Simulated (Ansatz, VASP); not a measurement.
Two plane-wave programs on Li3Al3Mo

```
Li Al Mo
1.0
     2.86614    0.00000    0.00000
    -1.43307    2.48215    0.00000
     0.00000    0.00000   16.21855
Li Al Mo
3 3 1
Direct
  0.33333 0.66667 0.13837
  0.66667 0.33333 0.30360
  0.33333 0.66667 0.86147
  0.00000 0.00000 0.00420
  0.33333 0.66667 0.58384
  0.66667 0.33333 0.72367
  0.00000 0.00000 0.45093
```

Alike in both runs: functional PBE; k mesh 6 × 6 × 1; occupations gaussian, width 0.1 eV; no spin polarisation.

Ansatz relaxed the structure, and its values are those at the end. VASP's run is a single point on that final structure, the one shown.

|  | VASP | Ansatz |
| --- | --- | --- |
| version | VASP 6.6.1 | Ansatz 0.2.0 |
| potentials or method | VASP PAW PBE potentials, release 64 (Li_sv, Al, Mo_sv), cutoff 520 eV | scalar-relativistic, plane waves, PAW |
| valence electrons in the cell | 32 | 32 |

|  | VASP | Ansatz | Ansatz less VASP |
| --- | --- | --- | --- |
| gap on the k mesh at the Fermi level (eV) | none | none | - |
| rms of the force components (eV/Å) | 0.008 | 0.010 | +0.0019 |

A gap of «none» marks a metal or a gap that the smearing closes.

The k mesh is coarse, so the values compare programs but aren't converged. Noted on VASP's run: the cutoff is under 1.25 times that of the potentials, so the pressure is a little rough.
